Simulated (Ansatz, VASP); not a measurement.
**One calculation of MgSnO4, two programs**

The input INCAR:

```
PREC = Accurate
ENCUT = 600
EDIFF = 1E-7
ISMEAR = 0
SIGMA = 0.1
LREAL = False
LASPH = True
NELM = 80
ALGO = Normal
ISIF = 3
LWAVE = False
LCHARG = False
GGA = PE
IBRION = 2
NSW = 100
EDIFFG = -0.01
```

The input KPOINTS:

```
regular mesh
0
Gamma
  10 10 10
```

File POSCAR:

```
MgSnO4
1.0
    0.0000000000      3.2647532967      3.2647532967
    3.2647532967      0.0000000000      3.2647532967
    3.2647532967      3.2647532967      0.0000000000
Mg Sn O
1 1 4
Direct
    0.0000000000      0.0000000000      0.0000000000
    0.2500000000      0.2500000000      0.2500000000
    0.6232355562      0.6232355562      0.1302933315
    0.6232355562      0.1302933315      0.6232355562
    0.1302933315      0.6232355562      0.6232355562
    0.6232355562      0.6232355562      0.6232355562
```

Input for Ansatz:

```yaml
crystal:
  lattice:
    - [0.0, 3.2647532967, 3.2647532967]
    - [3.2647532967, 0.0, 3.2647532967]
    - [3.2647532967, 3.2647532967, 0.0]
  atoms:
    - { symbol: Mg, position: [0.0, 0.0, 0.0] }
    - { symbol: Sn, position: [0.25, 0.25, 0.25] }
    - { symbol: O, position: [0.6232355562, 0.6232355562, 0.1302933315] }
    - { symbol: O, position: [0.6232355562, 0.1302933315, 0.6232355562] }
    - { symbol: O, position: [0.1302933315, 0.6232355562, 0.6232355562] }
    - { symbol: O, position: [0.6232355562, 0.6232355562, 0.6232355562] }
basis:
  ecutwfc: 420
kpoints:
  mp_grid: { grid: [10, 10, 10] }
hamiltonian:
  xc: pbe
scf:
  occupations: { method: gaussian, width: 0.1 }
output:
  forces: true
  stress: true
  eigenvalues: true
relax:
  adjacent_minimum: "off"
  f_tol: 0.01
  max_steps: 80
  cell: { stress_tol: 0.05 }
```

Change from the starting cell: species swapped into the ZrNbCo4 type (F-43m, No. 216).

Alike in both runs: task relaxation of cell and atoms; functional PBE; k mesh 10 × 10 × 10; occupations gaussian, width 0.1 eV; no spin polarisation.

|  | VASP | Ansatz |
| --- | --- | --- |
| version | VASP 6.6.1 | Ansatz 0.2.0 |
| potentials or method | VASP PAW PBE potentials, release 64 (Mg, Sn_d, O), cutoff 600 eV | scalar-relativistic, plane waves, PAW |
| valence electrons in the cell | 40 | 48 |

Ansatz gave:

* gap on the k mesh at the Fermi level, each at its own relaxed structure (eV): none
* relaxed volume (Å³/atom): 11.58
* relaxed length of the cell vector where the two differ most in proportion (Å): 4.615

Problem. Estimate VASP's values.

Solution. gap on the k mesh at the Fermi level, each at its own relaxed structure (eV): none; relaxed volume (Å³/atom): 11.54; relaxed length of the cell vector where the two differ most in proportion (Å): 4.610.

A gap of «none» marks a metal or a gap that the smearing closes. VASP's potentials hold 40 valence electrons a cell and Ansatz's 48, so a difference there can come from the potentials and not from the codes.
